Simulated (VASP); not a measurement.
# ZnS (F-43m) in VASP: further runs, part 2 of 2

VASP 6.6.1. Earlier steps stand in the parts before.

## Step 3: Single point, PBE (volume scaled by 1.04)

The input, INCAR:

```
PREC = Accurate ; ENCUT = 520
EDIFF = 1E-6 ; ISMEAR = -1
SIGMA = 0.01 ; LREAL = F
LASPH = T ; NELM = 60
ALGO = Normal ; ISIF = 2
LWAVE = F ; LCHARG = F
GGA = PE ; NBANDS = 16
```

The input, KPOINTS:

```
Automatic mesh
0
Gamma
  8 8 8
```

The input, POSCAR:

```
ZnS
1.0
    0.0000000000      2.7402415815      2.7402415815
    2.7402415815      0.0000000000      2.7402415815
    2.7402415815      2.7402415815      0.0000000000
Zn S
1 1
Direct
    0.0000000000      0.0000000000      0.0000000000
    0.7500000000      0.7500000000      0.7500000000
```

Potentials or basis: VASP PAW PBE potentials, release 64 (Zn, S).

Run with:

```
$ cat potpaw_PBE.64/Zn/POTCAR potpaw_PBE.64/S/POTCAR > POTCAR
$ mpirun -np 1 vasp_std > vasp.out
```

OUTCAR:

```text
PREC = Accurate
   ENCUT = 520
   EDIFF = 1E-6
   ISMEAR = -1
   LREAL = F
   LASPH = T
   NELM = 60
   ISIF = 2
   GGA = PE

 ion  position               nearest neighbor table
   1  0.000  0.000  0.000-   2 2.37   2 2.37   2 2.37   2 2.37
   2  0.750  0.750  0.750-   1 2.37   1 2.37   1 2.37   1 2.37

  LATTYP: Found a face centered cubic cell.
 ALAT       =     5.4804831630

  Lattice vectors:

 A1 = (   0.0000000000,   2.7402415815,   2.7402415815)
 A2 = (   2.7402415815,   0.0000000000,   2.7402415815)
 A3 = (   2.7402415815,   2.7402415815,   0.0000000000)

Analysis of symmetry for initial positions (statically):
=====================================================================
 Subroutine PRICEL returns:
 Original cell was already a primitive cell.

 Routine SETGRP: Setting up the symmetry group for a
 face centered cubic supercell.

 Subroutine GETGRP returns: Found 24 space group operations
 (whereof 24 operations were pure point group operations)
 out of a pool of 48 trial point group operations.

The static configuration has the point symmetry T_d .

Analysis of symmetry for dynamics (positions and initial velocities):
=====================================================================
 Subroutine PRICEL returns:
 Original cell was already a primitive cell.

 Routine SETGRP: Setting up the symmetry group for a
 face centered cubic supercell.

 Subroutine GETGRP returns: Found 24 space group operations
 (whereof 24 operations were pure point group operations)
 out of a pool of 48 trial point group operations.

The dynamic configuration has the point symmetry T_d .

 Subroutine INISYM returns: Found 24 space group operations
 (whereof 24 operations are pure point group operations),
[... 104 lines left out ...]
   POTIM  = 0.5000    time-step for ionic-motion
   TEBEG  =    0.0;   TEEND  =   0.0 temperature during run
   PSTRESS=    0.0 pullay stress
   NELECT =      18.0000    total number of electrons
   NUPDOWN=      -1.0000    fix difference up-down
   EMIN   =  10.00;   EMAX   =-10.00  energy-range for DOS
   EFERMI =   0.00;   METHOD = LEGACY
   ISMEAR =    -1;   SIGMA  =   0.01  broadening in eV -4-tet -1-fermi 0-gaus
   EFERMI_NEDOS =   21; number of points for ismear=-14 and -15
   IALGO  =     38    algorithm
   IMIX   =      4    mixing-type and parameters
     AMIX     =   0.40;   BMIX     =  1.00
     AMIX_MAG =   1.60;   BMIX_MAG =  1.00
  volume/ion in A,a.u.               =      20.58       138.86
  Fermi-wavevector in a.u.,A,eV,Ry     =   1.242701  2.348365 21.011572  1.544307
  Thomas-Fermi vector in A             =   2.377044
   LORBIT       =      0    0 simple, 1 ext, 2 COOP (PROOUT), +10 PAW based schemes
   GGA     = PE    functional components
   LHFCALC =     F    Hartree Fock is set to
   AEXX    =    0.0000 exact exchange contribution
   IVDW    =     0    specifies the selected vdW correction
   LEPSILON=     F    determine dielectric tensor
   LRPA    =     F    only Hartree local field effects (RPA)
 non-spin polarized calculation
  energy-cutoff  :      520.00
  volume of cell :       41.15
 maximum number of plane-waves:      1124
 NGX is ok and might be reduce to    30
   NGX = 15   NGY = 15   NGZ = 15

 number of electron      17.9999999 magnetization

 Free energy of the ion-electron system (eV)
  ---------------------------------------------------
  ext. energy  EPLUGINS =         0.00000000
  ---------------------------------------------------
  free energy    TOTEN  =        -6.84968894 eV

  energy without entropy =       -6.84968894  energy(sigma->0) =       -6.84968894

 E-fermi :   1.9664     XC(G=0):  -9.4329

 val. band max:        1.7235574405   @ k =   0.0000   0.0000   0.0000
 cond. band min:       3.6551286651   @ k =   0.0000   0.0000   0.0000
 fundamental gap:      1.9315712246
 Fermi energy:         1.9664042461

 k-point     1 :       0.0000    0.0000    0.0000
  band No.  band energies     occupation
      1     -11.1321      2.00000
      2      -4.4576      2.00000
      3      -4.4576      2.00000
      4      -4.4576      2.00000
      5      -4.0082      2.00000
      6      -4.0082      2.00000
[... 433 lines left out ...]
      3      -4.2881      2.00000
      4      -4.0505      2.00000
      5      -3.9960      2.00000
      6      -3.7598      2.00000
[... 8 lines left out ...]
     15      15.0260      0.00000
     16      15.7907      0.00000

 [... further k-points ...]
[... 5 lines left out ...]
  --------------------------------------------------------------------------------------
  -------------------------------------------------------------------------------------
  Total       -0.3115345     -0.3115345     -0.3115345     -0.0000000      0.0000000     -0.0000000
  in kB      -12.1288658    -12.1288658    -12.1288658     -0.0000000      0.0000000     -0.0000000
  external PRESSURE =     -12.1288658 kB  Pullay stress =       0.0000000 kB

 VOLUME and BASIS-vectors are now :
 -----------------------------------------------------------------------------
  energy-cutoff  :      520.00
  volume of cell :       41.15
      direct lattice vectors                 reciprocal lattice vectors
     0.000000000  2.740241581  2.740241581    -0.182465664  0.182465664  0.182465664
     2.740241581  0.000000000  2.740241581     0.182465664 -0.182465664  0.182465664
     2.740241581  2.740241581  0.000000000     0.182465664  0.182465664 -0.182465664

 POSITION                                       TOTAL-FORCE (eV/Angst)
 -----------------------------------------------------------------------------------
      0.00000      0.00000      0.00000        -0.000000     -0.000000     -0.000000
      4.11036      4.11036      4.11036         0.000000      0.000000      0.000000
 -----------------------------------------------------------------------------------
    total drift:                                0.000000      0.000000      0.000000

  FREE ENERGIE OF THE ION-ELECTRON SYSTEM (eV)
  ---------------------------------------------------
  free  energy   TOTEN  =        -6.8496889429 eV

  energy  without entropy=       -6.8496889429  energy(sigma->0) =       -6.84968894
```

Wall time 11 s (1 thread of AMD EPYC 9R45 (Zen 5), shared host); peak memory 0.14 GiB.

Results:

```
Free energy            : -6.8497 eV
Pressure               : -1.2 GPa
Band gap on the k mesh : 1.93 eV, direct
```

## Step 4: Single point, PBE (volume scaled by 1.06)

The input, INCAR:

```
PREC = Accurate
ENCUT = 520
EDIFF = 1E-7
ISMEAR = -1
SIGMA = 0.01
LREAL = F
LASPH = T
NELM = 60
ALGO = Normal
ISIF = 2
LWAVE = F
LCHARG = F
GGA = PE
NBANDS = 16
```

The input, KPOINTS:

```
regular mesh
0
Gamma
  8 8 8
```

The input, POSCAR:

```
ZnS
1.0
    0.0000000000      2.7576958202      2.7576958202
    2.7576958202      0.0000000000      2.7576958202
    2.7576958202      2.7576958202      0.0000000000
Zn S
1 1
Direct
    0.0000000000      0.0000000000      0.0000000000
    0.7500000000      0.7500000000      0.7500000000
```

Run with:

```
$ cat potpaw_PBE.64/Zn/POTCAR potpaw_PBE.64/S/POTCAR > POTCAR
$ mpirun -np 1 vasp_std > vasp.out
```

Run time: 12 s. Hardware: 1 thread of AMD EPYC 9R45 (Zen 5), shared host; peak memory 0.14 GiB.

The run converged. Its results:

| Property | Result |
| --- | --- |
| Free energy | -6.8409 eV |
| Pressure | -2.4 GPa |
| Band gap on the k mesh | 1.85 eV, direct |

Levels at points of the mesh, in eV from the valence-band top:
```tsv
k point	band 5	band 6	band 7	band 8	band 9	band 10	band 11	band 12	band 13	band 14
(0.00, 0.00, 0.00)	-5.69	-5.69	0.00	0.00	0.00	1.85	6.43	6.43	6.43	11.53
(0.50, 0.00, 0.00)	-5.66	-5.51	-4.90	-0.78	-0.78	3.19	6.95	6.95	8.64	11.90
(0.50, 0.50, 0.00)	-5.62	-5.49	-4.32	-2.01	-2.01	3.54	4.06	10.56	11.55	11.55
```

## Step 5: Single point, PBE (volume scaled by 1.05)

The input, INCAR:

```
SYSTEM = ZnS
PREC = Accurate
ENCUT = 520
EDIFF = 1E-7
ISMEAR = -1
SIGMA = 0.01
LREAL = .FALSE.
LASPH = .TRUE.
NELM = 80
ALGO = Normal
ISIF = 2
LWAVE = .FALSE.
LCHARG = .FALSE.
GGA = PE
NBANDS = 16
```

The input, KPOINTS:

```
Automatic mesh
0
G
  8 8 8
  0 0 0
```

The input, POSCAR:

```
ZnS
1.0
    0.0000000000      2.7489964065      2.7489964065
    2.7489964065      0.0000000000      2.7489964065
    2.7489964065      2.7489964065      0.0000000000
Zn S
1 1
Direct
    0.0000000000      0.0000000000      0.0000000000
    0.7500000000      0.7500000000      0.7500000000
```

Potentials or basis: VASP PAW PBE potentials, release 64 (Zn, S).

Run with:

```
$ cat potpaw_PBE.64/Zn/POTCAR potpaw_PBE.64/S/POTCAR > POTCAR
$ mpirun -np 1 vasp_std > vasp.out
```

OUTCAR:

```text
SYSTEM = ZnS
   PREC = Accurate
   ENCUT = 520
   EDIFF = 1E-7
   ISMEAR = -1
   LREAL = .FALSE.
   LASPH = .TRUE.
   NELM = 80
   ISIF = 2
   GGA = PE

 ion  position               nearest neighbor table
   1  0.000  0.000  0.000-   2 2.38   2 2.38   2 2.38   2 2.38
   2  0.750  0.750  0.750-   1 2.38   1 2.38   1 2.38   1 2.38

  LATTYP: Found a face centered cubic cell.
 ALAT       =     5.4979928130

  Lattice vectors:

 A1 = (   0.0000000000,   2.7489964065,   2.7489964065)
[... 625 lines left out ...]
      3      -4.3427      2.00000
      4      -4.1101      2.00000
      5      -4.0579      2.00000
      6      -3.8264      2.00000
[... 8 lines left out ...]
     15      14.9043      0.00000
     16      15.6632      0.00000

 [... further k-points ...]
[... 5 lines left out ...]
  --------------------------------------------------------------------------------------
  -------------------------------------------------------------------------------------
  Total       -0.4700074     -0.4700074     -0.4700074      0.0000000     -0.0000000      0.0000000
  in kB      -18.1243653    -18.1243653    -18.1243653      0.0000000     -0.0000000      0.0000000
  external PRESSURE =     -18.1243653 kB  Pullay stress =       0.0000000 kB

 VOLUME and BASIS-vectors are now :
 -----------------------------------------------------------------------------
  energy-cutoff  :      520.00
  volume of cell :       41.55
      direct lattice vectors                 reciprocal lattice vectors
     0.000000000  2.748996406  2.748996406    -0.181884559  0.181884559  0.181884559
     2.748996406  0.000000000  2.748996406     0.181884559 -0.181884559  0.181884559
     2.748996406  2.748996406  0.000000000     0.181884559  0.181884559 -0.181884559

 POSITION                                       TOTAL-FORCE (eV/Angst)
 -----------------------------------------------------------------------------------
      0.00000      0.00000      0.00000         0.000000      0.000000      0.000000
      4.12349      4.12349      4.12349        -0.000000     -0.000000     -0.000000
 -----------------------------------------------------------------------------------
    total drift:                                0.000000      0.000000      0.000000

  FREE ENERGIE OF THE ION-ELECTRON SYSTEM (eV)
  ---------------------------------------------------
  free  energy   TOTEN  =        -6.8460068294 eV

  energy  without entropy=       -6.8460068294  energy(sigma->0) =       -6.84600683
```

OSZICAR:

```text
N       E                     dE             d eps       ncg     rms          rms(c)
DAV:   1     0.895694483462E+02    0.89569E+02   -0.88529E+03   928   0.132E+03
DAV:   2    -0.146157304991E+01   -0.91031E+02   -0.85386E+02  1040   0.261E+02
DAV:   3    -0.721264775047E+01   -0.57511E+01   -0.57262E+01  1120   0.643E+01
DAV:   4    -0.727362697936E+01   -0.60979E-01   -0.60966E-01  1120   0.682E+00
DAV:   5    -0.727435529791E+01   -0.72832E-03   -0.72830E-03  1216   0.712E-01    0.626E+00
DAV:   6    -0.686477743466E+01    0.40958E+00   -0.73661E-01  1368   0.291E+01    0.493E+00
DAV:   7    -0.684626306275E+01    0.18514E-01   -0.23415E-01  1080   0.425E+00    0.255E+00
DAV:   8    -0.684553691476E+01    0.72615E-03   -0.47880E-03  1184   0.712E-01    0.653E-01
DAV:   9    -0.684583405241E+01   -0.29714E-03   -0.11309E-03  1128   0.272E-01    0.107E-01
DAV:  10    -0.684601011113E+01   -0.17606E-03   -0.20219E-04  1112   0.151E-01    0.603E-02
DAV:  11    -0.684600557351E+01    0.45376E-05   -0.38314E-05  1120   0.104E-01    0.566E-03
DAV:  12    -0.684600676636E+01   -0.11929E-05   -0.38891E-06  1320   0.219E-02    0.418E-03
DAV:  13    -0.684600682943E+01   -0.63072E-07   -0.72562E-07  1136   0.946E-03
   1 F= -.68460068E+01 E0= -.68460068E+01  d E =-.380877E-13
```

stdout:

```text
POSCAR found type information on POSCAR ZnS
 POSCAR found :  2 types and       2 ions
 scaLAPACK will be used
 LDA part: xc-table for (Slater+PW92), standard interpolation
 POSCAR, INCAR and KPOINTS ok, starting setup
 FFT: planning ... GRIDC
 FFT: planning ... GRID_SOFT
 FFT: planning ... GRID
 WAVECAR not read
 entering main loop
```

Wall time 11 s (1 thread of AMD EPYC 9R45 (Zen 5), shared host); peak memory 0.14 GiB.

Results:

```
Free energy            : -6.8460 eV
Pressure               : -1.8 GPa
Band gap on the k mesh : 1.89 eV, direct
```

## Step 6: The runs side by side

```csv
cell,gap on the mesh (eV),pressure (GPa)
"a = 3.850 Å, angles 60.0°, 2 atoms",2.02,0.1
"a = 3.875 Å, angles 60.0°, 2 atoms",1.93,-1.2
"a = 3.900 Å, angles 60.0°, 2 atoms",1.85,-2.4
"a = 3.888 Å, angles 60.0°, 2 atoms",1.89,-1.8
```

Alike in all rows: task single point; level PBE; potentials or basis VASP PAW PBE potentials, release 64 (Zn, S); no spin polarisation; k mesh 8 × 8 × 8; cutoff (eV) 520; smearing fermi-dirac 0.01 eV.

Absolute energies hang on the potentials; compare differences alone.
